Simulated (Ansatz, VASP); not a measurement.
**Ta: VASP beside Ansatz**

```
Ta
1.0
    -1.63753    1.63753    1.73840
     1.63753   -1.63753    1.73840
     1.63753    1.63753   -1.73840
Ta
1
Direct
  0.00000 0.00000 0.00000
```

Alike in both runs: task single point; functional PBE; k mesh 20 × 20 × 20; occupations gaussian, width 0.15 eV; no spin polarisation.

|  | VASP | Ansatz |
| --- | --- | --- |
| version | VASP 6.6.1 | Ansatz 0.2.0 |
| potentials or method | VASP PAW PBE potentials, release 64 (Ta_pv), cutoff 520 eV | scalar-relativistic, plane waves, PAW |
| valence electrons in the cell | 11 | 13 |

```csv
,VASP,Ansatz,Ansatz less VASP
gap on the k mesh at the Fermi level (eV),none,none,-
pressure (GPa),-3.3,-3.3,-0.04
"traceless stress, the component that is largest in VASP (GPa)",-3.87,-3.87,+0.003
```

A gap of «none» marks a metal or a gap that the smearing closes. With one functional, cell and mesh, what is left measures potentials, basis and numerics. VASP's potentials hold 11 valence electrons a cell and Ansatz's 13, so a difference there can come from the potentials and not from the codes.

Neither program's run includes spin-orbit coupling.
